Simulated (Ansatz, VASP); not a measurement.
## Two plane-wave programs on BaTiO3

INCAR

```
ALGO = Normal
EDIFF = 1E-6
ENCUT = 520
GGA = PS
ISIF = 2
ISMEAR = 0
LASPH = True
LCHARG = True
LELF = True
LREAL = False
LVHAR = True
LWAVE = False
NBANDS = 28
NELM = 80
PREC = Accurate
SIGMA = 0.01
```

File KPOINTS:

```
k-points
0
Gamma
  6 6 6
```

Contents of POSCAR:

```
BaTiO3
1.0
    2.8273666100      1.6323808700      2.3183934900
   -2.8273666100      1.6323808700      2.3183934900
    0.0000000000     -3.2647617400      2.3183934900
Ba Ti O
1 1 3
Direct
    0.0000000000      0.0000000000      0.0000000000
    0.4845000003      0.4845000003      0.4845000003
    0.5086000008      0.5086000008      0.0175000010
    0.0175000007      0.5086000000      0.5086000018
    0.5086000000      0.0175000007      0.5086000018
```

Input for Ansatz:

```yaml
crystal:
  lattice:
    - [2.82736661, 1.63238087, 2.31839349]
    - [-2.82736661, 1.63238087, 2.31839349]
    - [0.0, -3.26476174, 2.31839349]
  atoms:
    - { symbol: Ba, position: [0.0, 0.0, 0.0] }
    - { symbol: Ti, position: [0.48450000032853213, 0.48450000032853213, 0.48450000032853213] }
    - { symbol: O, position: [0.5086000007953776, 0.5086000007953776, 0.017500000952816338] }
    - { symbol: O, position: [0.01750000074752136, 0.5085999999796691, 0.5086000018163812] }
    - { symbol: O, position: [0.5085999999796691, 0.01750000074752136, 0.5086000018163812] }
kpoints:
  mp_grid:
    grid: [6, 6, 6]
hamiltonian:
  xc: pbesol
  hubbard:
    - { species: Ti, l: d, u_eff: 0.0 }
scf:
  occupations:
    method: fixed
output:
  eigenvalues: true
```

Alike in both runs: task single point; functional PBEsol; k mesh 6 × 6 × 6; no spin polarisation.

```csv
,VASP,Ansatz
version,VASP 6.6.1,Ansatz 0.2.0
potentials or method,"VASP PAW PBE potentials, release 64 (Ba_sv, Ti_sv, O)","plane waves, PAW"
plane-wave cutoff (eV),520,420
occupations,"gaussian, width 0.01 eV",fixed
valence electrons in the cell,40,40
```

```tsv
	VASP	Ansatz	Ansatz less VASP
gap on the k mesh at the Fermi level (eV)	2.34	2.39	+0.054
```

VASP's potentials were made for PBE, not for PBEsol.

Neither program's run includes spin-orbit coupling.
